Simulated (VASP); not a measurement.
Input of a VASP 6.6.1 run:

Contents of INCAR:

```
SYSTEM = ZrB2
PREC     = Accurate       ! precision mode
ENCUT    = 600            ! plane-wave cutoff, eV
EDIFF    = 1E-7           ! SCF threshold, eV
ISMEAR   = 0              ! smearing method
SIGMA    = 0.1            ! smearing width, eV
LREAL    = .FALSE.        ! projectors in reciprocal space
LASPH    = .TRUE.         ! aspherical terms in the spheres
NELM     = 100            ! most SCF steps
ALGO     = Normal         ! electronic algorithm
ISIF     = 3              ! what is computed and relaxed
LWAVE    = .FALSE.        ! write WAVECAR
LCHARG   = .FALSE.        ! write CHGCAR
GGA      = CA             ! functional
IBRION   = 2              ! ionic algorithm
NSW      = 80             ! ionic steps
EDIFFG   = -0.005         ! ionic threshold
```

The input KPOINTS:

```
regular mesh
0
G
  18 18 12
  0 0 0
```

The input POSCAR:

```
ZrB2
1.0
    3.1670000000      0.0000000000      0.0000000000
   -1.5835000000      2.7427024538      0.0000000000
    0.0000000000      0.0000000000      3.5310000000
Zr B
1 2
Direct
    0.0000000000      0.0000000000      0.0000000000
    0.3333333333      0.6666666667      0.5000000000
    0.6666666667      0.3333333333      0.5000000000
```

Potentials or basis: VASP PAW LDA potentials, release 64 (Zr_sv, B).

The run is started by

```sh
$ cat potpaw_LDA.64/Zr_sv/POTCAR potpaw_LDA.64/B/POTCAR > POTCAR
$ mpirun -np 1 vasp_std > vasp.out
```

(1) What does it give for the relaxed cell?

(2) What does it give for the relaxed volume?

Results:

(1) a = 3.135 Å, b = 3.135 Å, c = 3.492 Å, α = 90.00°, β = 90.00°, γ = 120.00°.

(2) 9.90 Å³/atom.
